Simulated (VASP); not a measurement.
# BAs2 (Pmmm) in VASP: notebook, part 2 of 2

VASP 6.6.1.

## Step 5: Relaxation of cell and atoms, PBE

This run uses another cell than the first one, of 22.71 Å³/atom.

File INCAR:

```
PREC = Accurate ; ENCUT = 600
EDIFF = 1E-6 ; ISMEAR = 0
SIGMA = 0.1 ; LREAL = F
LASPH = T ; NELM = 100
ALGO = Normal ; ISIF = 3
LWAVE = F ; LCHARG = F
GGA = PE ; IBRION = 2
NSW = 90 ; EDIFFG = -0.04
```

File KPOINTS:

```
Automatic mesh
0
Gamma
  4 4 4
```

File POSCAR:

```
BAs2
1.0
    3.7433349200      0.0000000000      0.0000000000
    0.0000000000      3.8550840900      0.0000000000
    0.0000000000      0.0000000000      4.7219613500
B As
1 2
Direct
    0.5000000000      0.5000000000      0.5000000000
    0.0000000000      0.0000000000      0.5000000000
    0.5000000000      0.0000000000      0.0000000000
```

Potentials or basis: VASP PAW PBE potentials, release 64 (B, As).

Started as:

```
$ cat potpaw_PBE.64/B/POTCAR potpaw_PBE.64/As/POTCAR > POTCAR
$ mpirun -np 1 vasp_std > vasp.out
```

OUTCAR:

```text
PREC = Accurate
   ENCUT = 600
   EDIFF = 1E-6
   ISMEAR = 0
   LREAL = F
   LASPH = T
   NELM = 100
   ISIF = 3
   GGA = PE
   IBRION = 2
   NSW = 90
   EDIFFG = -0.04

 ion  position               nearest neighbor table
   1  0.500  0.500  0.500-
   2  0.000  0.000  0.500-
   3  0.500  0.000  0.000-

  LATTYP: Found a simple orthorhombic cell.
 ALAT       =     3.7433349200
 B/A-ratio  =     1.0298528377
 C/A-ratio  =     1.2614317049

  Lattice vectors:

 A1 = (   3.7433349200,   0.0000000000,   0.0000000000)
 A2 = (   0.0000000000,   3.8550840900,   0.0000000000)
 A3 = (   0.0000000000,   0.0000000000,   4.7219613500)

Analysis of symmetry for initial positions (statically):
[... 604 lines left out ...]

  energy  without entropy=      -13.0649530899  energy(sigma->0) =      -13.06985100

[... ionic steps 4 to 14 ...]

--------------------------------------- Ionic step       15  -------------------------------------------

 number of electron      12.9999999 magnetization

------------------------ aborting loop because EDIFF is reached ----------------------------------------
[... 69 lines left out ...]
--------------------------------------- Ionic step       17  -------------------------------------------

 number of electron      12.9999999 magnetization

 Free energy of the ion-electron system (eV)
  ---------------------------------------------------
  ext. energy  EPLUGINS =         0.00000000
  ---------------------------------------------------
  free energy    TOTEN  =       -13.41438588 eV

  energy without entropy =      -13.40719216  energy(sigma->0) =      -13.41078902

 E-fermi :   6.2581     XC(G=0): -10.7260

 val. band max:        6.1965928804   @ k =   0.2500   0.5000   0.2500
 cond. band min:       6.2943234816   @ k =   0.2500   0.0000   0.5000
 fundamental gap:      0.0977306013
 Fermi energy:         6.2581182599

 k-point     1 :       0.0000    0.0000    0.0000
  band No.  band energies     occupation
      1      -9.4411      2.00000
      2      -4.3537      2.00000
      3      -0.9240      2.00000
      4       3.3854      2.00000
      5       3.7039      2.00000
      6       6.6337      0.00000
      7       9.1636      0.00000
      8       9.5710      0.00000
      9      10.7087      0.00000
     10      10.8688      0.00000
[... 329 lines left out ...]
  FREE ENERGIE OF THE ION-ELECTRON SYSTEM (eV)
  ---------------------------------------------------
  free  energy   TOTEN  =       -13.4143858838 eV

  energy  without entropy=      -13.4071921639  energy(sigma->0) =      -13.41078902

 reached required accuracy - stopping structural energy minimisation
```

CONTCAR:

```text
BAs2
   1.00000000000000
     3.1152883540596092   -0.0000000000000000    0.0000000000000000
     0.0000000000000001    3.0764475701392482    0.0000000000000000
     0.0000000000000000    0.0000000000000000    4.8921569698461465
  B               As
     1     2
Direct
     0.5000000000000000    0.5000000000000000    0.5000000000000000
     0.0000000000000000    0.0000000000000000    0.5000000000000000
     0.5000000000000000    0.0000000000000000    0.0000000000000000

  0.00000000E+00  0.00000000E+00  0.00000000E+00
  0.00000000E+00  0.00000000E+00  0.00000000E+00
  0.00000000E+00  0.00000000E+00  0.00000000E+00
```

It took 3.6 min on 1 thread of Intel Xeon Platinum 8259CL at 2.50GHz (Skylake/Cascade Lake), shared host; peak memory 0.21 GiB.

Results:

| Property | Result |
| --- | --- |
| Free energy | -13.4144 eV |
| Relaxed volume | 15.63 Å³/atom |
| Relaxed cell | a = 3.115 Å, b = 3.076 Å, c = 4.892 Å, α = 90.00°, β = 90.00°, γ = 90.00° |
| Space group after relaxing (to 0.1 Å) | Pmmm (No. 47) |
| Energy gained by relaxing | 538.6 meV/atom |
| Ionic steps | 17 |
| Pressure after relaxing | 0.2 GPa |
| Band gap on the k mesh | zero (an odd number of electrons rules out a gap without spin polarisation) |

Step by step:
```
step  energy change (eV)  largest force (eV/Å)  pressure (GPa)  volume (Å³)
   1              0.0000                0.0000          -14.05        68.14
   2             -1.2323                0.0000           -3.79        50.31
   3             -1.2761                0.0000            1.02        47.53
   4             -1.4662                0.0000            4.88        45.05
   5             -1.4700                0.0000            4.25        45.31
   6             -1.5502                0.0000           -0.92        47.66
   7             -1.5524                0.0000           -1.58        48.08
   8             -1.5909                0.0000           -1.05        48.05
   9             -1.5912                0.0000           -0.99        48.04
  10             -1.5971                0.0000            0.48        47.30
  11             -1.5975                0.0000            1.11        47.01
  12             -1.6007                0.0000            0.86        46.95
  13             -1.6140                0.0000            0.55        46.73
  14             -1.6135                0.0000            0.19        46.78
  15             -1.6141                0.0000            0.44        46.75
  16             -1.6152                0.0000            0.06        46.96
  17             -1.6157                0.0000            0.19        46.89
```

Final structure:
```yaml
crystal:
  lattice:
    - [3.11529, 0.00000, 0.00000]
    - [0.00000, 3.07645, 0.00000]
    - [0.00000, 0.00000, 4.89216]
  atoms:
    - { symbol: B, position: [0.50000, 0.50000, 0.50000] }
    - { symbol: As, position: [0.00000, 0.00000, 0.50000] }
    - { symbol: As, position: [0.50000, 0.00000, 0.00000] }
```

Caveat: the k points lie up to 0.51 Å⁻¹ apart in the final cell, too coarse for converged energies and pressures of a metal; the volume moved by over 15 % at a fixed basis, so the end points are rough.

## Step 6: Relaxation of cell and atoms, PBE

File INCAR:

```
  ALGO = Normal
  EDIFF = 1E-6
  EDIFFG = -0.04
  ENCUT = 600
  GGA = PE
  IBRION = 2
  ISIF = 3
  ISMEAR = 0
  LASPH = True
  LCHARG = False
  LREAL = False
  LWAVE = False
  NELM = 100
  NSW = 90
  PREC = Accurate
  SIGMA = 0.1
```

File KPOINTS:

```
k-points
0
Gamma
  6 6 4
```

File POSCAR:

```
BAs2
1.0
    3.0751058328      0.0000000000      0.0000000000
    0.0000000000      3.1132130421      0.0000000000
    0.0000000000      0.0000000000      4.9004482459
B As
1 2
Direct
    0.5000000000      0.5000000000      0.5000000000
    0.0000000000      0.0000000000      0.5000000000
    0.0000000000      0.5000000000      0.0000000000
```

Potentials or basis: VASP PAW PBE potentials, release 64 (B, As).

Started as:

```
$ cat potpaw_PBE.64/B/POTCAR potpaw_PBE.64/As/POTCAR > POTCAR
$ mpirun -np 1 vasp_std > vasp.out
```

OUTCAR:

```text
EDIFF = 1E-6
   EDIFFG = -0.04
   ENCUT = 600
   GGA = PE
   IBRION = 2
   ISIF = 3
   ISMEAR = 0
   LASPH = True
   LREAL = False
   NELM = 100
   NSW = 90
   PREC = Accurate

 ion  position               nearest neighbor table
   1  0.500  0.500  0.500-   2 2.19   2 2.19   2 2.19   2 2.19
   2  0.000  0.000  0.500-   1 2.19   1 2.19   1 2.19   1 2.19   3 2.90   3 2.90   3 2.90   3 2.90

   3  0.000  0.500  0.000-   2 2.90   2 2.90   2 2.90   2 2.90

  LATTYP: Found a simple orthorhombic cell.
 ALAT       =     3.0751058328
 B/A-ratio  =     1.0123921619
 C/A-ratio  =     1.5935868592

  Lattice vectors:

 A1 = (   3.0751058328,   0.0000000000,   0.0000000000)
 A2 = (   0.0000000000,   3.1132130421,   0.0000000000)
 A3 = (   0.0000000000,   0.0000000000,   4.9004482459)

Analysis of symmetry for initial positions (statically):
=====================================================================
 Subroutine PRICEL returns:
 Original cell was already a primitive cell.

 Routine SETGRP: Setting up the symmetry group for a
 simple orthorhombic supercell.

 Subroutine GETGRP returns: Found  8 space group operations
 (whereof  8 operations were pure point group operations)
[... 175 lines left out ...]
  -------------------------------------------------------------------------------------
  Total        0.1720267      1.3388560     -0.0587298      0.0000000      0.0000000      0.0000000
  in kB        5.8749177     45.7235296     -2.0056912      0.0000000      0.0000000      0.0000000
  external PRESSURE =      16.5309187 kB  Pullay stress =       0.0000000 kB
[... 172 lines left out ...]
--------------------------------------- Ionic step        6  -------------------------------------------

 number of electron      13.0000001 magnetization

 Free energy of the ion-electron system (eV)
  ---------------------------------------------------
  ext. energy  EPLUGINS =         0.00000000
  ---------------------------------------------------
  free energy    TOTEN  =       -13.31468652 eV

  energy without entropy =      -13.31177671  energy(sigma->0) =      -13.31323162

 E-fermi :   6.2118     XC(G=0): -10.6984

 val. band max:        6.1222963892   @ k =   0.1667   0.0000   0.2500
 cond. band min:       6.2133022275   @ k =   0.3333   0.5000   0.0000
 fundamental gap:      0.0910058383
 Fermi energy:         6.2117947659

 k-point     1 :       0.0000    0.0000    0.0000
  band No.  band energies     occupation
      1      -9.2893      2.00000
      2      -4.2773      2.00000
      3      -0.8433      2.00000
      4       3.3494      2.00000
      5       3.9560      2.00000
      6       6.4077      0.00561
      7       8.7404      0.00000
      8       9.3944      0.00000
      9      10.6605      0.00000
     10      10.9097      0.00000
[... 287 lines left out ...]
 k-point    24 :       0.5000    0.1667    0.2500
  band No.  band energies     occupation
      1      -6.4318      2.00000
      2      -3.3824      2.00000
      3      -2.8797      2.00000
      4       1.8217      2.00000
      5       3.2196      2.00000
      6       4.5833      2.00000
      7       5.3770      2.00000
      8       7.2903      0.00000
      9       7.3525      0.00000
     10      10.9013      0.00000

 [... further k-points ...]
[... 5 lines left out ...]
  --------------------------------------------------------------------------------------
  -------------------------------------------------------------------------------------
  Total       -0.0199267      0.0965279      0.0543722      0.0000000      0.0000000      0.0000000
  in kB       -0.6771847      3.2803895      1.8477750      0.0000000      0.0000000      0.0000000
  external PRESSURE =       1.4836599 kB  Pullay stress =       0.0000000 kB
[... 18 lines left out ...]
  FREE ENERGIE OF THE ION-ELECTRON SYSTEM (eV)
  ---------------------------------------------------
  free  energy   TOTEN  =       -13.3146865236 eV

  energy  without entropy=      -13.3117767120  energy(sigma->0) =      -13.31323162

 reached required accuracy - stopping structural energy minimisation
```

OSZICAR:

```text
N       E                     dE             d eps       ncg     rms          rms(c)
DAV:   1     0.425291750279E+02    0.42529E+02   -0.59540E+03   960   0.120E+03
DAV:   2    -0.113507013133E+02   -0.53880E+02   -0.51460E+02  1362   0.159E+02
[... 41 lines left out ...]
   5 F= -.13313925E+02 E0= -.13312199E+02  d E =-.341663E-02
       N       E                     dE             d eps       ncg     rms          rms(c)
DAV:   1    -0.133162574987E+02   -0.23322E-02   -0.73328E-02  1034   0.187E+00    0.171E-01
DAV:   2    -0.133150554123E+02    0.12021E-02   -0.39783E-03  1140   0.466E-01    0.882E-02
DAV:   3    -0.133147154555E+02    0.33996E-03   -0.74655E-04  1042   0.184E-01    0.289E-02
DAV:   4    -0.133146863693E+02    0.29086E-04   -0.96610E-05  1054   0.701E-02    0.862E-03
DAV:   5    -0.133146865236E+02   -0.15428E-06   -0.69988E-06  1028   0.199E-02
   6 F= -.13314687E+02 E0= -.13313232E+02  d E =-.761337E-03
```

Run time: 1.7 min. Hardware: 1 thread of Intel Xeon Platinum 8259CL at 2.50GHz (Skylake/Cascade Lake), shared host; peak memory 0.2 GiB.

Results:

| Quantity | Value |
| --- | --- |
| Free energy | -13.3147 eV |
| Relaxed volume | 15.72 Å³/atom |
| Relaxed cell | a = 3.089 Å, b = 3.167 Å, c = 4.820 Å, α = 90.00°, β = 90.00°, γ = 90.00° |
| Space group after relaxing (to 0.1 Å) | Pmmm (No. 47) |
| Energy gained by relaxing | 5.1 meV/atom |
| Ionic steps | 6 |
| Pressure after relaxing | 0.1 GPa |
| Band gap on the k mesh | zero (an odd number of electrons rules out a gap without spin polarisation) |

Stress tensor (GPa, compression positive):
```
-0.07  0.00  0.00
 0.00  0.33  0.00
 0.00  0.00  0.18
```

The path:
```
step  energy change (eV)  largest force (eV/Å)  pressure (GPa)  volume (Å³)
   1              0.0000                0.0000            1.65        46.91
   2             -0.0100                0.0000           -1.30        48.01
   3             -0.0111                0.0000           -0.63        47.74
   4             -0.0140                0.0000           -0.33        47.47
   5             -0.0145                0.0000           -0.14        47.33
   6             -0.0153                0.0000            0.15        47.15
```

Final structure:
```
CELL_PARAMETERS angstrom
3.08892 0.00000 0.00000
0.00000 3.16666 0.00000
0.00000 0.00000 4.81982
ATOMIC_POSITIONS crystal
B 0.50000 0.50000 0.50000
As 0.00000 0.00000 0.50000
As 0.00000 0.50000 0.00000
```

Levels at points of the mesh, in eV from the Fermi level:
```csv
k point,band 2,band 3,band 4,band 5,band 6,band 7,band 8,band 9,band 10
"(0.00, 0.00, 0.00)",-10.49,-7.06,-2.86,-2.26,0.20,2.53,3.18,4.45,4.70
"(0.50, 0.00, 0.00)",-9.61,-8.62,-4.74,-3.32,-1.23,0.57,1.21,3.26,4.55
"(0.00, 0.50, 0.00)",-12.07,-7.39,-4.10,-3.67,-2.54,0.84,2.17,4.44,4.44
"(0.50, 0.50, 0.00)",-9.98,-6.76,-6.17,-5.29,-1.90,-1.30,-1.28,-0.93,0.29
"(0.00, 0.00, 0.50)",-12.86,-2.56,-1.98,-1.84,-0.83,0.58,1.49,2.18,3.58
"(0.50, 0.00, 0.50)",-11.06,-9.25,-5.46,0.78,0.86,1.25,1.48,2.71,2.72
"(0.00, 0.50, 0.50)",-11.04,-10.05,-6.19,1.21,1.34,1.36,2.25,2.54,3.34
"(0.50, 0.50, 0.50)",-9.22,-7.64,-6.68,-5.38,-4.61,-3.94,2.41,2.46,3.69
```

## Step 7: The runs side by side

| task | cell | k mesh | cutoff (eV) | gap on the mesh (eV) | pressure (GPa) | relaxed volume (Å³/atom) |
| --- | --- | --- | --- | --- | --- | --- |
| single point | a = 3.113, b = 3.075, c = 4.900 Å, 3 atoms, atomic positions A | 4 × 4 × 4 | 520 | none | 0.2 | - |
| single point | a = 3.743, b = 3.855, c = 4.722 Å, 3 atoms, atomic positions A | 4 × 4 × 4 | 520 | none | -14.0 | - |
| single point | a = 3.086, b = 3.168, c = 4.823 Å, 3 atoms, atomic positions B | 6 × 6 × 4 | 520 | none | 0.2 | - |
| relaxation of cell and atoms | relaxed from a = 3.743, b = 3.855, c = 4.722 Å, 3 atoms, atomic positions A | 4 × 4 × 4 | 600 | none | 0.2 | 15.63 |
| relaxation of cell and atoms | relaxed from a = 3.075, b = 3.113, c = 4.900 Å, 3 atoms, atomic positions B | 6 × 6 × 4 | 600 | none | 0.1 | 15.72 |

Alike in all rows: level PBE; potentials or basis VASP PAW PBE potentials, release 64 (B, As); no spin polarisation; smearing gaussian 0.1 eV.

Caveats: some runs use coarse meshes; the volume moved by over 15 % at a fixed basis, so the end points are rough (at least some runs).

Absolute energies hang on the potentials; compare differences alone.
